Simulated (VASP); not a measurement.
Runs of VASP 6.6.1 on LuBe3. The structure is that of space group Fm-3m (No. 225), or close to it. The cells are those of the table. 

```tsv
task	cell	k mesh	cutoff (eV)	gap on the mesh (eV)	pressure (GPa)	relaxed volume (Å³/atom)
single point	a = 4.155 Å, angles 60.0°, 4 atoms	6 × 6 × 6	520	none	0.1	-
single point	a = 4.224 Å, angles 60.0°, 4 atoms	6 × 6 × 6	520	none	-4.0	-
relaxation of cell and atoms	relaxed from a = 4.155 Å, angles 60.0°, 4 atoms	14 × 14 × 14	600	none	0.1	(a)
relaxation of cell and atoms	relaxed from a = 4.224 Å, angles 60.0°, 4 atoms	6 × 6 × 6	600	none	0.1	12.69
single point	a = 4.155 Å, angles 60.0°, 4 atoms	14 × 14 × 14	520	none	0.4	-
```

Alike in all rows: level PBE; potentials or basis VASP PAW PBE potentials, release 64 (Lu, Be); no spin polarisation; smearing gaussian 0.1 eV.

**Question.** Fill in the values left out.

**Answer.** (a) 12.72.

Caveats: spin-orbit coupling is left out, which moves the levels of the heavy elements.

A k mesh can miss the band edges, and the runs leave out spin-orbit coupling on Lu.

A gap of «none» marks levels without a gap at the run's occupations.
